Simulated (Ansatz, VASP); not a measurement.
## Ta2N: VASP beside Ansatz

The input INCAR:

```
SYSTEM = Ta2N
PREC = Accurate
ENCUT = 600
EDIFF = 1E-6
ISMEAR = -1
SIGMA = 0.05
LREAL = .FALSE.
LASPH = .TRUE.
NELM = 80
ALGO = Normal
ISIF = 3
LWAVE = .FALSE.
LCHARG = .FALSE.
GGA = RE
IVDW = 12
IBRION = 2
NSW = 60
EDIFFG = -0.01
```

Contents of KPOINTS:

```
regular mesh
0
G
  10 10 6
  0 0 0
```

Contents of POSCAR:

```
Ta2N
1.0
    3.1128615060      0.0000000000      0.0000000000
   -1.5564307530      2.6958171426      0.0000000000
    0.0000000000      0.0000000000      4.8698410000
Ta N
2 1
Direct
    0.3333333333      0.6666666667      0.2547110000
    0.6666666667      0.3333333333      0.7452890000
    0.0000000000      0.0000000000      0.0000000000
```

File input.yaml:

```yaml
crystal:
  lattice:
    - [3.112861506, 0.0, 0.0]
    - [-1.556430753, 2.6958171426, 0.0]
    - [0.0, 0.0, 4.869841]
  atoms:
    - { symbol: Ta, position: [0.3333333333, 0.6666666667, 0.254711] }
    - { symbol: Ta, position: [0.6666666667, 0.3333333333, 0.745289] }
    - { symbol: "N", position: [0.0, 0.0, 0.0] }
hamiltonian:
  xc: revpbe
  pseudopotentials: { kind: paw }
  dispersion: d3bj
kpoints:
  mp_grid: { grid: [10, 10, 6] }
scf:
  occupations: { method: fermi_dirac, width: 0.05 }
output:
  forces: true
  stress: true
  eigenvalues: true
relax:
  f_tol: 0.01
  max_steps: 40
  cell: { stress_tol: 0.05 }
```

Alike in both runs: task relaxation of cell and atoms; functional revPBE; dispersion D3(BJ); k mesh 10 × 10 × 6; occupations fermi-dirac, width 0.05 eV; no spin polarisation.

```csv
,VASP,Ansatz
version,VASP 6.6.1,Ansatz 0.2.0
potentials or method,"VASP PAW PBE potentials, release 64 (Ta_pv, N)",Ansatz PAW
plane-wave cutoff (eV),600,420
valence electrons in the cell,27,31
```

VASP gave:

- gap on the k mesh at the Fermi level, each at its own relaxed structure (eV): none
- relaxed volume (Å³/atom): 13.13
- relaxed cell length with the largest relative difference (Å): 4.860

Estimate Ansatz's values.

gap on the k mesh at the Fermi level, each at its own relaxed structure (eV): none; relaxed volume (Å³/atom): 13.11; relaxed cell length with the largest relative difference (Å): 4.857.

VASP's potentials were made for PBE, not for revPBE. A gap of «none» marks a metal or a gap that the smearing closes. VASP's potentials hold 27 valence electrons a cell and Ansatz's 31, so a difference there can come from the potentials and not from the codes.

Spin-orbit coupling is off throughout. Noted on Ansatz's run: the plane-wave basis is chosen anew once the cell has moved, so the energies of steps on either side of that aren't comparable.
